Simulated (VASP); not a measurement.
The system is Ti.

```xyz
1
Lattice="0.0306 2.0507 2.0590 2.0571 0.0341 2.0554 2.0417 2.0317 0.0496" Properties=species:S:1:pos:R:3 pbc="T T T"
Ti    0.0000    0.0000    0.0000
```

This cell differs from its parent crystal: the cell strained at random.

| Item | Value |
| --- | --- |
| Program | VASP 6.6.1 |
| Task | relaxation of cell and atoms |
| Functional | PBEsol |
| Dispersion | D4 |
| Potentials or basis | VASP PAW PBE potentials, release 64 (Ti_sv) |
| Cutoff | 600 eV |
| k mesh | 9 × 9 × 9 |
| Occupations | fermi-dirac, width 0.15 eV |
| Spin | collinear spin |
| Starting moments | [1.0] μB |

At the start: pressure -1.0 GPa; volume 16.73 Å³/atom.

**Question.** How do energy, volume and symmetry change on relaxing?

**Answer.** Over 5 steps the energy falls by 4.3 meV/atom and the volume is 16.58 Å³/atom (-0.9 %); space group C2/m (No. 12, to 0.1 Å) before, Fm-3m (No. 225, to 0.1 Å); moment 0.00 μB per cell.

The path:
| step | energy change (eV) | largest force (eV/Å) | pressure (GPa) | volume (Å³) |
| --- | --- | --- | --- | --- |
| 1 | 0.0000 | 0.0000 | -1.01 | 16.73 |
| 2 | -0.0035 | 0.0000 | 0.70 | 16.47 |
| 3 | -0.0035 | 0.0000 | 0.98 | 16.44 |
| 4 | -0.0043 | 0.0000 | -0.14 | 16.60 |
| 5 | -0.0043 | 0.0000 | 0.03 | 16.58 |

Final structure:
```
CELL_PARAMETERS angstrom
-0.00018 2.01791 2.02542
2.02677 -0.00045 2.02554
2.02698 2.01833 -0.00054
ATOMIC_POSITIONS crystal
Ti 0.00000 0.00000 0.00000
```

Caveat: the cell differs from its parent crystal (the cell strained at random); the PAW data sets were made with another functional, which shifts forces and pressure a little.
